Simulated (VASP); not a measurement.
# TiNi: single point with PBEsol+D3(BJ)

Crystal: TiNi.

```xyz
2
Lattice="2.9355 0.0000 0.0000 0.0000 2.9355 0.0000 0.0000 0.0000 2.9355" Properties=species:S:1:pos:R:3 pbc="T T T"
Ti    1.4677    1.4677    1.4677
Ni    0.0000    0.0000    0.0000
```

| Quantity | Value |
| --- | --- |
| Program | VASP 6.6.1 |
| Task | single point |
| Functional | PBEsol |
| Dispersion | D3(BJ) |
| Potentials or basis | VASP PAW PBE potentials, release 64 (Ti_sv, Ni) |
| Cutoff | 520 eV |
| k mesh | 10 × 10 × 10 |
| Occupations | fermi-dirac, width 0.15 eV |
| Spin | collinear spin, ferromagnetic start |
| Starting moments | [0.0, 1.5] μB |

```yaml
Pressure: -0.5 GPa
Band_gap_on_the_k_mesh: zero (filled and empty bands overlap)
Net_moment: 0.00 μB per cell
Valence_electrons_inside_the_program's_atomic_spheres: Ti 10.35; Ni 9.47
Dispersion_energy_per_atom: -0.567 eV
```

Levels at points of the mesh, in eV from the Fermi level:
Spin up:
```
           k point  band 7  band 8  band 9  band 10  band 11  band 12  band 13  band 14  band 15  band 16
(0.00, 0.00, 0.00)   -4.19   -2.12   -2.12    -2.12     0.50     0.50     2.84     2.84     2.84     9.05
(0.50, 0.00, 0.00)   -2.97   -2.23   -2.23    -1.80    -0.80    -0.59     0.70     0.70     2.44     4.15
(0.50, 0.50, 0.00)   -2.95   -2.95   -1.37    -0.76     0.56     0.56     1.01     2.51     2.51     3.34
(0.50, 0.50, 0.50)   -2.98   -2.30   -2.30    -2.30    -1.34    -1.34     3.42     3.42     6.58     8.44
```
Spin down:
| k point | band 8 | band 9 | band 10 | band 11 | band 12 | band 13 | band 14 | band 15 |
| --- | --- | --- | --- | --- | --- | --- | --- | --- |
| (0.00, 0.00, 0.00) | -2.12 | -2.12 | -2.12 | 0.50 | 0.50 | 2.84 | 2.84 | 2.84 |
| (0.50, 0.00, 0.00) | -2.23 | -2.23 | -1.80 | -0.80 | -0.59 | 0.70 | 0.70 | 2.44 |
| (0.50, 0.50, 0.00) | -2.95 | -1.37 | -0.76 | 0.56 | 0.56 | 1.01 | 2.51 | 2.51 |
| (0.50, 0.50, 0.50) | -2.30 | -2.30 | -2.30 | -1.34 | -1.34 | 3.42 | 3.42 | 6.58 |

It took 21 s on 1 thread of Intel(R) Xeon(R) 6975P-C (Granite Rapids) (shared host), peak memory 0.19 GiB.

Caveat: the starting moments collapsed, and a magnetic state may lie lower; the PAW data sets were made with another functional, which shifts forces and pressure a little; pairwise dispersion overbinds metals, which lowers pressure and volume.
